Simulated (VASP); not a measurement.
# HC12 in VASP: further runs

HC12 is run at these levels: PBE; tasks: single point.

Everything below comes from runs of VASP 6.6.1. Logs are shortened: lines on timing, memory, paths and dates and some standing lists are left out, and cuts for length are marked.

## (1) The cell of the first run

The cell holds a slab with vacuum, 26 atoms: a = 5.051 Å, b = 5.051 Å, c = 22.375 Å, α = 90.00°, β = 90.00°, γ = 90.00°.

## (2) Single point, PBE

Contents of INCAR:

```
SYSTEM = HC12
ALGO = Normal ; DIPOL = 0.5 0.5 0.294
EDIFF = 1E-6 ; ENCUT = 520
GGA = PE ; IDIPOL = 3
ISIF = 2 ; ISMEAR = 0
LASPH = .TRUE. ; LCHARG = .FALSE.
LDIPOL = .TRUE. ; LREAL = Auto
LWAVE = .FALSE. ; NBANDS = 68
NELM = 60 ; PREC = Accurate
SIGMA = 0.05
```

Contents of KPOINTS:

```
k-points
0
G
  5 5 1
  0 0 0
```

Contents of POSCAR:

```
HC12
1.0
    5.0509324483      0.0000000000      0.0000000000
    0.0000000000      5.0509324483      0.0000000000
    0.0000000000      0.0000000000     22.3754933530
C H
24 2
Direct
    0.0000000000      0.2500000000      0.1787670080
    0.0000000000      0.7500000000      0.1787670080
    0.5000000000      0.2500000000      0.1787670080
    0.5000000000      0.7500000000      0.1787670080
    0.0000000000      0.0000000000      0.2186716990
    0.0000000000      0.5000000000      0.2186716990
    0.5000000000      0.0000000000      0.2186716990
    0.5000000000      0.5000000000      0.2186716990
    0.2500000000      0.0000000000      0.2585763899
    0.2500000000      0.5000000000      0.2585763899
    0.7500000000      0.0000000000      0.2585763899
    0.7500000000      0.5000000000      0.2585763899
    0.2500000000      0.2500000000      0.2976014419
    0.2500000000      0.7500000000      0.2976014419
    0.7500000000      0.2500000000      0.2976014419
    0.7500000000      0.7500000000      0.2976014419
    0.0000000000      0.2500000000      0.3394883053
    0.0000000000      0.7500000000      0.3394883053
    0.5000000000      0.2500000000      0.3394883053
    0.5000000000      0.7500000000      0.3394883053
    0.0000000000      0.0000000000      0.3743154719
    0.0000000000      0.5000000000      0.3743154719
    0.5000000000      0.0000000000      0.3743154719
    0.5000000000      0.5000000000      0.3743154719
    0.8830908934      0.3750000000      0.4905140271
    1.1169091066      0.3750000000      0.4905140271
```

Potentials or basis: VASP PAW PBE potentials, release 64 (C, H).

Command:

```bash
$ cat potpaw_PBE.64/C/POTCAR potpaw_PBE.64/H/POTCAR > POTCAR
$ mpirun -np 1 vasp_std > vasp.out
```

OUTCAR:

```text
SYSTEM = HC12
   EDIFF = 1E-6
   ENCUT = 520
   GGA = PE
   ISIF = 2
   ISMEAR = 0
   LASPH = .TRUE.
   LREAL = Auto
   NELM = 60
   PREC = Accurate

 ion  position               nearest neighbor table
   1  0.000  0.250  0.179-   5 1.55   6 1.55
   2  0.000  0.750  0.179-   5 1.55   6 1.55
   3  0.500  0.250  0.179-   7 1.55   8 1.55
   4  0.500  0.750  0.179-   7 1.55   8 1.55
   5  0.000  0.000  0.219-   9 1.55  11 1.55   1 1.55   2 1.55
   6  0.000  0.500  0.219-  10 1.55  12 1.55   1 1.55   2 1.55
   7  0.500  0.000  0.219-   9 1.55  11 1.55   3 1.55   4 1.55
   8  0.500  0.500  0.219-  10 1.55  12 1.55   3 1.55   4 1.55
   9  0.250  0.000  0.259-  13 1.54  14 1.54   5 1.55   7 1.55
  10  0.250  0.500  0.259-  13 1.54  14 1.54   6 1.55   8 1.55
[... 8 lines left out ...]
  19  0.500  0.250  0.339-  23 1.48  24 1.48  13 1.57  15 1.57
  20  0.500  0.750  0.339-  23 1.48  24 1.48  14 1.57  16 1.57
  21  0.000  0.000  0.374-  17 1.48  18 1.48
  22  0.000  0.500  0.374-  17 1.48  18 1.48
  23  0.500  0.000  0.374-  19 1.48  20 1.48
  24  0.500  0.500  0.374-  19 1.48  20 1.48
  25  0.883  0.375  0.491-
  26  0.117  0.375  0.491-

  LATTYP: Found a simple tetragonal cell.
 ALAT       =     5.0509324483
 C/A-ratio  =     4.4299727985

  Lattice vectors:

 A1 = (   5.0509324483,   0.0000000000,   0.0000000000)
 A2 = (   0.0000000000,   5.0509324483,   0.0000000000)
 A3 = (   0.0000000000,   0.0000000000,  22.3754933530)

Analysis of symmetry for initial positions (statically):
=====================================================================
 Subroutine PRICEL returns:
 Original cell was already a primitive cell.

 Routine SETGRP: Setting up the symmetry group for a
 simple tetragonal supercell.

 Subroutine GETGRP returns: Found  2 space group operations
 (whereof  2 operations were pure point group operations)
 out of a pool of 16 trial point group operations.

The static configuration has the point symmetry C_1h.

Analysis of symmetry for dynamics (positions and initial velocities):
=====================================================================
 Subroutine PRICEL returns:
 Original cell was already a primitive cell.

 Routine SETGRP: Setting up the symmetry group for a
 simple tetragonal supercell.

 Subroutine GETGRP returns: Found  2 space group operations
 (whereof  2 operations were pure point group operations)
 out of a pool of 16 trial point group operations.

The dynamic configuration has the point symmetry C_1h.

 Subroutine INISYM returns: Found  2 space group operations
 (whereof  2 operations are pure point group operations),
 and found     1 'primitive' translations

----------------------------------------------------------------------------------------

                                     Primitive cell

  volume of cell :     570.8418

  direct lattice vectors                    reciprocal lattice vectors
     5.050932448  0.000000000  0.000000000     0.197983246  0.000000000  0.000000000
     0.000000000  5.050932448  0.000000000     0.000000000  0.197983246  0.000000000
     0.000000000  0.000000000 22.375493353     0.000000000  0.000000000  0.044691752

  length of vectors
     5.050932448  5.050932448 22.375493353     0.197983246  0.197983246  0.044691752

  position of ions in fractional coordinates (direct lattice)
     0.000000000  0.250000000  0.178767008
     0.000000000  0.750000000  0.178767008
     0.500000000  0.250000000  0.178767008
     0.500000000  0.750000000  0.178767008
     0.000000000  0.000000000  0.218671699
     0.000000000  0.500000000  0.218671699
[... 18 lines left out ...]
     0.883090893  0.375000000  0.490514027
     0.116909107  0.375000000  0.490514027

  ion indices of the primitive-cell ions
   primitive index   ion index
                 1           1
                 2           2
                 3           3
                 4           4
                 5           5
                 6           6
[... 18 lines left out ...]
                25          25
                26          26

----------------------------------------------------------------------------------------

 KPOINTS: k-points

Automatic generation of k-mesh.
 Grid dimensions read from file:
 generate k-points for:    5    5    1

 Generating k-lattice:

  Cartesian coordinates                     Fractional coordinates (reciprocal lattice)
     0.039596649  0.000000000  0.000000000     0.200000000  0.000000000  0.000000000
     0.000000000  0.039596649  0.000000000     0.000000000  0.200000000  0.000000000
     0.000000000  0.000000000  0.044691752     0.000000000  0.000000000  1.000000000

  Length of vectors
     0.039596649  0.039596649  0.044691752

  Shift w.r.t. Gamma in fractional coordinates (k-lattice)
     0.000000000  0.000000000  0.000000000

 Subroutine IBZKPT returns following result:
 ===========================================

 Found      9 irreducible k-points:

 Following reciprocal coordinates:
            Coordinates               Weight
  0.000000  0.000000  0.000000      1.000000
  0.200000  0.000000  0.000000      2.000000
  0.000000  0.200000  0.000000      2.000000
  0.400000  0.000000  0.000000      2.000000
  0.000000  0.400000  0.000000      2.000000
  0.200000  0.200000  0.000000      4.000000
  0.400000  0.200000  0.000000      4.000000
 -0.200000  0.400000  0.000000      4.000000
  0.400000  0.400000  0.000000      4.000000
   k-points           NKPTS =      9   k-points in BZ     NKDIM =      9   number of bands    NBANDS=     68
   number of dos      NEDOS =    301   number of ions     NIONS =     26
   total plane-waves  NPLWV = 268800
   dimension x,y,z NGX =    40 NGY =   40 NGZ =  168
   dimension x,y,z NGXF=    80 NGYF=   80 NGZF=  336
   ions per type =              24   2
   NGX,Y,Z   is equivalent  to a cutoff of  13.17, 13.17, 12.48 a.u.
   NGXF,Y,Z  is equivalent  to a cutoff of  26.33, 26.33, 24.96 a.u.
 SYSTEM =  HC12
   PREC   = accura    normal or accurate (medium, high low for compatibility)
   ISTART =      0    job   : 0-new  1-cont  2-samecut
   ICHARG =      2    charge: 1-file 2-atom 10-const
   ISPIN  =      1    spin polarized calculation?
   LNONCOLLINEAR =      F non collinear calculations
   LSORBIT =      F    spin-orbit coupling
   LASPH  =      T    aspherical Exc in radial PAW
   ENCUT  =  520.0 eV  38.22 Ry    6.18 a.u.   9.39  9.39 41.60*2*pi/ulx,y,z
   NELM   =     60;   NELMIN=  2; NELMDL= -5     # of ELM steps
   EDIFF  = 0.1E-05   stopping-criterion for ELM
   LREAL  =      T    real-space projection
   EDIFFG = 0.1E-04   stopping-criterion for IOM
   NSW    =      0    number of steps for IOM
   IBRION =     -1    ionic relax: 0-MD 1-quasi-New 2-CG
   NFREE  =      0    steps in history (QN), initial steepest desc. (CG)
   ISIF   =      2    stress and relaxation
   ISYM   =      2    0-nonsym 1-usesym 2-fastsym
   POTIM  = 0.5000    time-step for ionic-motion
   TEBEG  =    0.0;   TEEND  =   0.0 temperature during run
   PSTRESS=    0.0 pullay stress
   NELECT =      98.0000    total number of electrons
   NUPDOWN=      -1.0000    fix difference up-down
   EMIN   =  10.00;   EMAX   =-10.00  energy-range for DOS
   EFERMI =   0.00;   METHOD = LEGACY
   ISMEAR =     0;   SIGMA  =   0.05  broadening in eV -4-tet -1-fermi 0-gaus
   EFERMI_NEDOS =   21; number of points for ismear=-14 and -15
   IALGO  =     38    algorithm
   IMIX   =      4    mixing-type and parameters
     AMIX     =   0.40;   BMIX     =  1.00
     AMIX_MAG =   1.60;   BMIX_MAG =  1.00
  volume/ion in A,a.u.               =      21.96       148.16
  Fermi-wavevector in a.u.,A,eV,Ry     =   0.909868  1.719401 11.263710  0.827859
  Thomas-Fermi vector in A             =   2.033963
   LORBIT       =      0    0 simple, 1 ext, 2 COOP (PROOUT), +10 PAW based schemes
   GGA     = PE    functional components
   LHFCALC =     F    Hartree Fock is set to
   AEXX    =    0.0000 exact exchange contribution
   IVDW    =     0    specifies the selected vdW correction
   LEPSILON=     F    determine dielectric tensor
   LRPA    =     F    only Hartree local field effects (RPA)
 non-spin polarized calculation
 Gauss-broadening in eV      SIGMA  =   0.05
  energy-cutoff  :      520.00
  volume of cell :      570.84
 maximum number of plane-waves:     15407
 NGX is ok and might be reduce to    40
   NGX = 19   NGY = 19   NGZ = 83

 dipolmoment           0.000000      0.000000      0.038230 electrons x Angstroem

 number of electron      98.0000007 magnetization

 dipolmoment           0.000000      0.000000     -0.110236 electrons x Angstroem

 Free energy of the ion-electron system (eV)
  ---------------------------------------------------
  ext. energy  EPLUGINS =         0.00000000
  ---------------------------------------------------
  free energy    TOTEN  =      -196.38261611 eV

  energy without entropy =     -196.36459489  energy(sigma->0) =     -196.37360550

 E-fermi :  -2.9924     XC(G=0):  -4.4534

 val. band max:       -3.0048435505   @ k =   0.2000   0.0000   0.0000
 cond. band min:      -2.9874871232   @ k =   0.4000   0.2000   0.0000
 fundamental gap:      0.0173564272
 Fermi energy:        -2.9924002756

 k-point     1 :       0.0000    0.0000    0.0000
  band No.  band energies     occupation
      1     -23.7332      2.00000
      2     -21.0760      2.00000
      3     -19.5742      2.00000
      4     -19.5154      2.00000
      5     -19.4408      2.00000
      6     -19.2945      2.00000
[... 53 lines left out ...]
     60       2.4084      0.00000
     61       3.2574      0.00000

 k-point     2 :       0.2000    0.0000    0.0000
  band No.  band energies     occupation
      1     -23.5519      2.00000
      2     -20.9166      2.00000
      3     -20.8995      2.00000
      4     -19.3450      2.00000
      5     -19.2704      2.00000
      6     -18.6851      2.00000
[... 437 lines left out ...]
     60       3.9360      0.00000
     61       3.9896      0.00000

 k-point     9 :       0.4000    0.4000    0.0000
  band No.  band energies     occupation
      1     -22.2942      2.00000
      2     -21.4131      2.00000
      3     -21.4087      2.00000
      4     -20.5379      2.00000
      5     -19.7371      2.00000
      6     -18.9575      2.00000
[... 53 lines left out ...]
     60       4.1006      0.00000
     61       4.5975      0.00000
 [bands above 61 left out]

------------------------ aborting loop because EDIFF is reached ----------------------------------------

 vacuum level on the upper side and lower side of the slab       (xc-potential included)        -0.542         0.218

  FORCE on cell =-STRESS in cart. coord.  units (eV):
  Direction    XX          YY          ZZ          XY          YZ          ZX
  --------------------------------------------------------------------------------------
  -------------------------------------------------------------------------------------
  Total      -30.6763647     -3.6664248     -6.4426012      0.0000000     -0.0681206      0.0000000
  in kB      -86.0991244    -10.2905271    -18.0824007      0.0000000     -0.1911935      0.0000000
  external PRESSURE =     -38.1573507 kB  Pullay stress =       0.0000000 kB

 VOLUME and BASIS-vectors are now :
 -----------------------------------------------------------------------------
  energy-cutoff  :      520.00
  volume of cell :      570.84
      direct lattice vectors                 reciprocal lattice vectors
     5.050932448  0.000000000  0.000000000     0.197983246  0.000000000  0.000000000
     0.000000000  5.050932448  0.000000000     0.000000000  0.197983246  0.000000000
     0.000000000  0.000000000 22.375493353     0.000000000  0.000000000  0.044691752

 POSITION                                       TOTAL-FORCE (eV/Angst)
 -----------------------------------------------------------------------------------
      0.00000      1.26273      4.00000         0.000000     -0.002885      2.205553
      0.00000      3.78820      4.00000         0.000000      0.002799      2.210322
      2.52547      1.26273      4.00000         0.000000      0.008218      2.167929
      2.52547      3.78820      4.00000         0.000000     -0.008052      2.165908
      0.00000      0.00000      4.89289         0.000000      0.001297     -2.618019
      0.00000      2.52547      4.89289         0.000000     -0.000969     -2.610156
[... 18 lines left out ...]
      4.46043      1.89410     10.97549         4.527973     -0.011879      0.007083
      0.59050      1.89410     10.97549        -4.527973     -0.011879      0.007083
 -----------------------------------------------------------------------------------
    total drift:                                0.000000     -0.000003      0.045367

  FREE ENERGIE OF THE ION-ELECTRON SYSTEM (eV)
  ---------------------------------------------------
  free  energy   TOTEN  =      -196.3826161136 eV

  energy  without entropy=     -196.3645948937  energy(sigma->0) =     -196.37360550

 vacuum level on the upper side and lower side of the slab         3.605         4.378
```

Run time: 14 min. Hardware: 1 thread of Intel Xeon Platinum 8259CL at 2.50GHz (Skylake/Cascade Lake), shared host; peak memory 0.65 GiB.

What came out:

```yaml
Free_energy: -196.3826 eV
Largest_force: 4.528 eV/Å
Band_gap_on_the_k_mesh: zero (bands 49 and 50 overlap by 0.10 eV)
```

Forces on the atoms (eV/Å):
```
C    0.000 -0.003  2.206
C    0.000  0.003  2.210
C    0.000  0.008  2.168
C    0.000 -0.008  2.166
C    0.000  0.001 -2.618
C    0.000 -0.001 -2.610
C    0.000 -0.004 -2.510
C    0.000  0.003 -2.526
C    0.043  0.002  0.334
C    0.073 -0.001  0.332
C   -0.043  0.002  0.334
C   -0.073 -0.001  0.332
C    0.129  0.014  0.039
C    0.100 -0.016  0.045
C   -0.129  0.014  0.039
C   -0.100 -0.016  0.045
C    0.000 -0.043  0.229
C    0.000  0.057  0.135
C    0.000  0.016 -0.168
C    0.000 -0.018 -0.063
C    0.000 -0.027 -0.013
C    0.000  0.029 -0.219
C    0.000  0.048  0.029
C    0.000 -0.037  0.071
H    4.528 -0.012  0.007
H   -4.528 -0.012  0.007
```

(Part 1 of 3 ends here.)
